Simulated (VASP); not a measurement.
Runs of VASP 6.6.1 on KHgF2. The structure is that of space group P4/mmm (No. 123), or close to it. The cells are those of the table. 

| task | cell | k mesh | cutoff (eV) | gap on the mesh (eV) | pressure (GPa) | relaxed volume (Å³/atom) |
| --- | --- | --- | --- | --- | --- | --- |
| relaxation of cell and atoms | relaxed from a = 4.189, b = 4.189, c = 4.035 Å, 4 atoms | 4 × 4 × 4 | 600 | none | 0.0 | (a) |
| single point | a = 4.884, b = 4.884, c = 3.321 Å, 4 atoms | 10 × 10 × 14 | 520 | none | 0.0 | - |
| single point | a = 4.885, b = 4.885, c = 3.325 Å, 4 atoms | 4 × 4 × 6 | 520 | none | -0.1 | - |
| relaxation of cell and atoms | relaxed from a = 4.885, b = 4.885, c = 3.325 Å, 4 atoms | 4 × 4 × 6 | 600 | none | -0.1 | 19.83 |
| single point | a = 4.885, b = 4.885, c = 3.325 Å, 4 atoms | 4 × 4 × 4 | 520 | none | -0.1 | - |
| single point | a = 4.189, b = 4.189, c = 4.035 Å, 4 atoms | 4 × 4 × 4 | 520 | none | 24.3 | - |

Alike in all rows: level PBE; potentials or basis VASP PAW PBE potentials, release 64 (K_sv, Hg, F); no spin polarisation; smearing gaussian 0.1 eV.

Q: Fill in the values left out.

A: (a) 19.66.

Caveats: some runs use coarse meshes; spin-orbit coupling is left out, which moves the levels of the heavy elements; an odd number of electrons without spin polarisation forces a metal; a magnetic or distorted state may lie lower; a cell axis changed by over 15 % at a fixed basis, so the end point is rough (at least some runs).

A k mesh can miss the band edges, and the runs leave out spin-orbit coupling on Hg.

A gap of «none» marks levels without a gap at the run's occupations.
